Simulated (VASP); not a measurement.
A run of VASP 6.6.1 is set up as follows.

File POSCAR:

```
BP
1.0
    0.0000000000      2.1952871442      2.1952871442
    2.1952871442      0.0000000000      2.1952871442
    2.1952871442      2.1952871442      0.0000000000
B P
1 1
Direct
    0.0000000000      0.0000000000      0.0000000000
    0.2500000000      0.2500000000      0.2500000000
```

The input INCAR.step1:

```
PREC = Accurate ; ENCUT = 550
ISMEAR = 0 ; SIGMA = 0.02
LREAL = False ; LASPH = True
NELM = 120 ; NBANDS = 11
GGA = PE ; ALGO = Normal
EDIFF = 1E-5 ; LWAVE = True
LCHARG = False ; GGA_COMPAT = False
```

INCAR.step2

```
PREC = Accurate ; ENCUT = 550
EDIFF = 1E-6 ; ISMEAR = 0
SIGMA = 0.02 ; LREAL = False
LASPH = True ; NELM = 120
ALGO = Normal ; ISIF = 2
LWAVE = False ; LCHARG = False
METAGGA = R2SCAN ; LMIXTAU = True
LUSE_VDW = True ; IVDW_NL = 2
BPARAM = 11.95 ; CPARAM = 0.0093
NBANDS = 11 ; ISTART = 1
GGA_COMPAT = False
```

The input KPOINTS:

```
regular mesh
0
Gamma
  10 10 10
```

Potentials or basis: VASP PAW PBE potentials, release 64 (B, P).

Command:

```sh
$ cat potpaw_PBE.64/B/POTCAR potpaw_PBE.64/P/POTCAR > POTCAR
$ cp INCAR.step1 INCAR
$ mpirun -np 1 vasp_std > vasp.out
$ cp INCAR.step2 INCAR
$ mpirun -np 1 vasp_std > vasp.out
```

(1) Estimate the pressure.

(2) Estimate the band gap on the k mesh.

Answers

(1) 18.7 GPa.

(2) 1.28 eV (least direct gap 3.81 eV).

Caveat: the cell stands under pressure; the PAW data sets were made with another functional, which shifts forces and pressure a little.
